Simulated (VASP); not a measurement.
# C (I4_1/amd) in VASP: single point with PBEsol

Aim: the single point of C with PBEsol.

Everything below comes from runs of VASP 6.6.1. Logs are shortened: lines on timing, memory, paths and dates and some standing lists are left out, and cuts for length are marked.

### 1 The cell of the first run

Symmetry: I4_1/amd, No. 141, tetragonal system. Conventional cell: a = 2.613 Å, b = 2.613 Å, c = 3.270 Å, α = 90.00°, β = 90.00°, γ = 90.00°. Within 2.1 Å of C (site symmetry -4m2) lie 4 C at 1.54 Å.

### 2 Single point, PBEsol (strain +0.040 along x and y, -0.080 along z)

INCAR

```
ALGO     = Normal         # electronic algorithm
EDIFF    = 1E-6           # SCF threshold, eV
ENCUT    = 1300           # plane-wave cutoff, eV
GGA      = PS             # functional
GGA_COMPAT= False        
ISIF     = 2              # what is computed and relaxed
ISMEAR   = 0              # smearing method
LASPH    = True           # aspherical terms in the spheres
LCHARG   = False          # write CHGCAR
LREAL    = False          # projectors in reciprocal space
LWAVE    = False          # write WAVECAR
NBANDS   = 11             # bands
NELM     = 120            # most SCF steps
PREC     = Accurate       # precision mode
SIGMA    = 0.05           # smearing width, eV
```

KPOINTS

```
k-points
0
Gamma
  12 12 12
```

POSCAR

```
C
1.0
    0.0000000000      1.8479807985      1.6347522448
    1.8479807985      0.0000000000      1.6347522448
    1.8479807985      1.8479807985      0.0000000000
C
2
Direct
    0.5000000000      0.5000000000      0.5000000000
    0.7500000000      0.7500000000      0.7500000000
```

Potentials or basis: VASP PAW PBE potentials, release 64 (C_h).

Run with:

```
> cat potpaw_PBE.64/C_h/POTCAR > POTCAR
> mpirun -np 1 vasp_std > vasp.out
```

OUTCAR:

```text
EDIFF = 1E-6
   ENCUT = 1300
   GGA = PS
   ISIF = 2
   ISMEAR = 0
   LASPH = True
   LREAL = False
   NELM = 120
   PREC = Accurate

 ion  position               nearest neighbor table
   1  0.500  0.500  0.500-
   2  0.750  0.750  0.750-

  LATTYP: Found a body centered tetragonal cell.
 ALAT       =     2.6134395082
 C/A-ratio  =     1.2510350744

  Lattice vectors:

 A1 = (   0.0000000000,  -1.8479807985,  -1.6347522448)
 A2 = (   0.0000000000,   1.8479807985,  -1.6347522448)
 A3 = (   1.8479807985,   0.0000000000,   1.6347522448)

Analysis of symmetry for initial positions (statically):
=====================================================================
 Subroutine PRICEL returns:
 Original cell was already a primitive cell.

 Routine SETGRP: Setting up the symmetry group for a
 body centered tetragonal supercell.

 Subroutine GETGRP returns: Found 16 space group operations
 (whereof  8 operations were pure point group operations)
 out of a pool of 16 trial point group operations.

The static configuration has the point symmetry D_2d.
 The point group associated with its full space group is D_4h.

Analysis of symmetry for dynamics (positions and initial velocities):
=====================================================================
 Subroutine PRICEL returns:
 Original cell was already a primitive cell.

 Routine SETGRP: Setting up the symmetry group for a
 body centered tetragonal supercell.

 Subroutine GETGRP returns: Found 16 space group operations
 (whereof  8 operations were pure point group operations)
 out of a pool of 16 trial point group operations.

The dynamic configuration has the point symmetry D_2d.
 The point group associated with its full space group is D_4h.

 Subroutine INISYM returns: Found 16 space group operations
 (whereof  8 operations are pure point group operations),
 and found     1 'primitive' translations

----------------------------------------------------------------------------------------

                                     Primitive cell

  volume of cell :      11.1655

  direct lattice vectors                    reciprocal lattice vectors
     0.000000000  1.847980799  1.634752245    -0.270565582  0.270565582  0.305856745
     1.847980799  0.000000000  1.634752245     0.270565582 -0.270565582  0.305856745
     1.847980799  1.847980799  0.000000000     0.270565582  0.270565582 -0.305856745

  length of vectors
     2.467275407  2.467275407  2.613439508     0.489856935  0.489856935  0.489856935

  position of ions in fractional coordinates (direct lattice)
     0.500000000  0.500000000  0.500000000
     0.750000000  0.750000000  0.750000000

  ion indices of the primitive-cell ions
   primitive index   ion index
                 1           1
                 2           2

----------------------------------------------------------------------------------------

 KPOINTS: k-points

Automatic generation of k-mesh.
 Grid dimensions read from file:
 generate k-points for:   12   12   12

 Generating k-lattice:

  Cartesian coordinates                     Fractional coordinates (reciprocal lattice)
    -0.022547132  0.022547132  0.025488062     0.083333333  0.000000000  0.000000000
     0.022547132 -0.022547132  0.025488062     0.000000000  0.083333333  0.000000000
     0.022547132  0.022547132 -0.025488062     0.000000000  0.000000000  0.083333333

  Length of vectors
     0.040821411  0.040821411  0.040821411

  Shift w.r.t. Gamma in fractional coordinates (k-lattice)
     0.000000000  0.000000000  0.000000000

 Subroutine IBZKPT returns following result:
 ===========================================

 Found    163 irreducible k-points:

 Following reciprocal coordinates:
            Coordinates               Weight
  0.000000  0.000000  0.000000      1.000000
  0.083333 -0.000000  0.000000      8.000000
  0.166667  0.000000  0.000000      8.000000
  0.250000 -0.000000  0.000000      8.000000
  0.333333  0.000000  0.000000      8.000000
  0.416667  0.000000  0.000000      8.000000
[... 16 lines left out ...]
  0.500000  0.166667  0.000000      8.000000
 -0.416667  0.166667  0.000000      8.000000
 [... further k-points ...]
   k-points           NKPTS =    163   k-points in BZ     NKDIM =    163   number of bands    NBANDS=     11
   number of dos      NEDOS =    301   number of ions     NIONS =      2
   total plane-waves  NPLWV =  28800
   dimension x,y,z NGX =    30 NGY =   30 NGZ =   32
   dimension x,y,z NGXF=    60 NGYF=   60 NGZF=   64
   ions per type =               2
   NGX,Y,Z   is equivalent  to a cutoff of  20.21, 20.21, 20.36 a.u.
   NGXF,Y,Z  is equivalent  to a cutoff of  40.43, 40.43, 40.71 a.u.
 SYSTEM =  unknown system
   PREC   = accura    normal or accurate (medium, high low for compatibility)
   ISTART =      0    job   : 0-new  1-cont  2-samecut
   ICHARG =      2    charge: 1-file 2-atom 10-const
   ISPIN  =      1    spin polarized calculation?
   LNONCOLLINEAR =      F non collinear calculations
   LSORBIT =      F    spin-orbit coupling
   LASPH  =      T    aspherical Exc in radial PAW
   ENCUT  = 1300.0 eV  95.55 Ry    9.77 a.u.   7.25  7.25  7.68*2*pi/ulx,y,z
   NELM   =    120;   NELMIN=  2; NELMDL= -5     # of ELM steps
   EDIFF  = 0.1E-05   stopping-criterion for ELM
   LREAL  =      F    real-space projection
   EDIFFG = 0.1E-04   stopping-criterion for IOM
   NSW    =      0    number of steps for IOM
   IBRION =     -1    ionic relax: 0-MD 1-quasi-New 2-CG
   NFREE  =      0    steps in history (QN), initial steepest desc. (CG)
   ISIF   =      2    stress and relaxation
   ISYM   =      2    0-nonsym 1-usesym 2-fastsym
   POTIM  = 0.5000    time-step for ionic-motion
   TEBEG  =    0.0;   TEEND  =   0.0 temperature during run
   PSTRESS=    0.0 pullay stress
   NELECT =       8.0000    total number of electrons
   NUPDOWN=      -1.0000    fix difference up-down
   EMIN   =  10.00;   EMAX   =-10.00  energy-range for DOS
   EFERMI =   0.00;   METHOD = LEGACY
   ISMEAR =     0;   SIGMA  =   0.05  broadening in eV -4-tet -1-fermi 0-gaus
   EFERMI_NEDOS =   21; number of points for ismear=-14 and -15
   IALGO  =     38    algorithm
   IMIX   =      4    mixing-type and parameters
     AMIX     =   0.40;   BMIX     =  1.00
     AMIX_MAG =   1.60;   BMIX_MAG =  1.00
  volume/ion in A,a.u.               =       5.58        37.67
  Fermi-wavevector in a.u.,A,eV,Ry     =   1.464915  2.768289 29.197791  2.145977
  Thomas-Fermi vector in A             =   2.580835
   LORBIT       =      0    0 simple, 1 ext, 2 COOP (PROOUT), +10 PAW based schemes
   GGA     = PS    functional components
   LHFCALC =     F    Hartree Fock is set to
   AEXX    =    0.0000 exact exchange contribution
   IVDW    =     0    specifies the selected vdW correction
   LEPSILON=     F    determine dielectric tensor
   LRPA    =     F    only Hartree local field effects (RPA)
 non-spin polarized calculation
 Gauss-broadening in eV      SIGMA  =   0.05
  energy-cutoff  :     1300.00
  volume of cell :       11.17
 maximum number of plane-waves:      1210
 NGX is ok and might be reduce to    30
   NGX = 15   NGY = 15   NGZ = 15

 number of electron       8.0000000 magnetization

 Free energy of the ion-electron system (eV)
  ---------------------------------------------------
  ext. energy  EPLUGINS =         0.00000000
  ---------------------------------------------------
  free energy    TOTEN  =       -18.97833756 eV

  energy without entropy =      -18.97833756  energy(sigma->0) =      -18.97833756

 E-fermi :  12.6220     XC(G=0): -13.6721

 val. band max:       12.2776822946   @ k =   0.0000   0.0000   0.0000
 cond. band min:      13.3500691746   @ k =   0.4167   0.4167   0.0000
 fundamental gap:      1.0723868801
 Fermi energy:        12.6219624164

 k-point     1 :       0.0000    0.0000    0.0000
  band No.  band energies     occupation
      1     -10.5430      2.00000
      2      10.6434      2.00000
      3      10.6434      2.00000
      4      12.2777      2.00000
      5      15.9264      0.00000
      6      17.4274      0.00000
      7      17.4274      0.00000
      8      24.7538      0.00000
      9      30.5223      0.00000
     10      34.6924      0.00000
     11      36.5984      0.00000

 k-point     2 :       0.0833   -0.0000    0.0000
  band No.  band energies     occupation
      1     -10.3464      2.00000
      2       9.7228      2.00000
      3      10.2871      2.00000
      4      11.6931      2.00000
      5      16.2941      0.00000
      6      17.8004      0.00000
      7      18.1615      0.00000
      8      24.9123      0.00000
      9      30.8461      0.00000
     10      33.3273      0.00000
     11      34.8978      0.00000

 k-point     3 :       0.1667    0.0000    0.0000
  band No.  band energies     occupation
      1      -9.7588      2.00000
      2       7.3767      2.00000
      3       9.4880      2.00000
      4      10.8892      2.00000
      5      17.0064      0.00000
      6      18.5402      0.00000
      7      19.4455      0.00000
      8      25.3737      0.00000
      9      31.3802      0.00000
     10      32.3930      0.00000
     11      33.7435      0.00000

 k-point     4 :       0.2500   -0.0000    0.0000
  band No.  band energies     occupation
      1      -8.7879      2.00000
      2       4.5598      2.00000
      3       8.6359      2.00000
      4      10.2219      2.00000
      5      17.5900      0.00000
      6      19.0605      0.00000
      7      20.6073      0.00000
      8      26.0312      0.00000
      9      31.3801      0.00000
     10      32.7717      0.00000
     11      34.0632      0.00000
[... 239 lines left out ...]
 k-point    22 :       0.4167    0.1667    0.0000
  band No.  band energies     occupation
      1      -5.8553      2.00000
      2       0.8767      2.00000
      3       6.0920      2.00000
      4       8.1119      2.00000
      5      16.3082      0.00000
      6      21.8632      0.00000
      7      22.4779      0.00000
      8      23.3843      0.00000
      9      33.3735      0.00000
     10      35.0390      0.00000
     11      38.6482      0.00000

 k-point    23 :       0.5000    0.1667    0.0000
  band No.  band energies     occupation
      1      -4.2391      2.00000
      2      -1.3107      2.00000
      3       6.0965      2.00000
      4       7.4461      2.00000
      5      16.6968      0.00000
      6      21.5741      0.00000
      7      23.3874      0.00000
      8      24.0284      0.00000
      9      32.1957      0.00000
     10      35.6146      0.00000
     11      38.0111      0.00000

 k-point    24 :      -0.4167    0.1667    0.0000
  band No.  band energies     occupation
      1      -4.4111      2.00000
      2      -1.1182      2.00000
      3       6.4299      2.00000
      4       6.9174      2.00000
      5      16.9942      0.00000
      6      21.2430      0.00000
      7      23.5130      0.00000
      8      25.7212      0.00000
      9      30.6313      0.00000
     10      35.4436      0.00000
     11      35.6274      0.00000

 [... further k-points ...]
[... 5 lines left out ...]
  --------------------------------------------------------------------------------------
  -------------------------------------------------------------------------------------
  Total       -2.1417188     -2.1417188      4.8104767      0.0000000      0.0000000      0.0000000
  in kB     -307.3237939   -307.3237939    690.2745400      0.0000000      0.0000000      0.0000000
  external PRESSURE =      25.2089841 kB  Pullay stress =       0.0000000 kB

 VOLUME and BASIS-vectors are now :
 -----------------------------------------------------------------------------
  energy-cutoff  :     1300.00
  volume of cell :       11.17
      direct lattice vectors                 reciprocal lattice vectors
     0.000000000  1.847980799  1.634752245    -0.270565582  0.270565582  0.305856745
     1.847980799  0.000000000  1.634752245     0.270565582 -0.270565582  0.305856745
     1.847980799  1.847980799  0.000000000     0.270565582  0.270565582 -0.305856745

 POSITION                                       TOTAL-FORCE (eV/Angst)
 -----------------------------------------------------------------------------------
      1.84798      1.84798      1.63475        -0.000000     -0.000000      0.000000
      2.77197      2.77197      2.45213         0.000000      0.000000     -0.000000
 -----------------------------------------------------------------------------------
    total drift:                                0.000000     -0.000000     -0.000000

  FREE ENERGIE OF THE ION-ELECTRON SYSTEM (eV)
  ---------------------------------------------------
  free  energy   TOTEN  =       -18.9783375642 eV

  energy  without entropy=      -18.9783375642  energy(sigma->0) =      -18.97833756
```

It took 31 s on 1 thread of Intel Xeon Platinum 8559C (Emerald Rapids), shared host; peak memory 0.2 GiB.

Results:

```
Free energy            : -18.9783 eV
Pressure               : 2.5 GPa
Band gap on the k mesh : 1.07 eV (least direct gap 3.65 eV)
```

Caveat: the cell differs from its parent crystal (strain +0.040 along x and y, -0.080 along z); the stress differs along the axes, from -31 to 69 GPa; the PAW data sets were made with another functional, which shifts forces and pressure a little. A k mesh can miss the band edges.
